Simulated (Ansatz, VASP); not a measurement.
**Co in VASP and in Ansatz**

```
Co
1.0
     2.42991    0.00000    0.00000
    -1.21495    2.10436    0.00000
     0.00000    0.00000    3.91591
Co
2
Direct
  0.33333 0.66667 0.75000
  0.66667 0.33333 0.25000
```

Alike in both runs: task relaxation of cell and atoms; functional LDA; k mesh 20 × 20 × 12; occupations gaussian, width 0.05 eV; collinear spin.

|  | VASP | Ansatz |
| --- | --- | --- |
| version | VASP 6.6.1 | Ansatz 0.2.0 |
| potentials or method | VASP PAW LDA potentials, release 64 (Co), cutoff 600 eV | scalar-relativistic, plane waves, PAW |
| valence electrons in the cell | 18 | 34 |

VASP gave:

| Property | Result |
| --- | --- |
| net moment per atom (μB) | 1.49 |
| size of the moment on the site where the two differ most (μB) | 1.48 |
| relaxed volume (Å³/atom) | 9.96 |
| relaxed length of the cell vector where the two differ most in proportion (Å) | 3.910 |

Problem. Estimate Ansatz's values.

Solution. net moment per atom (μB): 1.52; size of the moment on the site where the two differ most (μB): 1.57; relaxed volume (Å³/atom): 10.01; relaxed length of the cell vector where the two differ most in proportion (Å): 3.918.

LDA's correlation is that of Perdew and Zunger in VASP and of Perdew and Wang (1992) in Ansatz. Site moments also hang on the region over which each program counts them. VASP's potentials hold 18 valence electrons a cell and Ansatz's 34, so a difference there can come from the potentials and not from the codes.
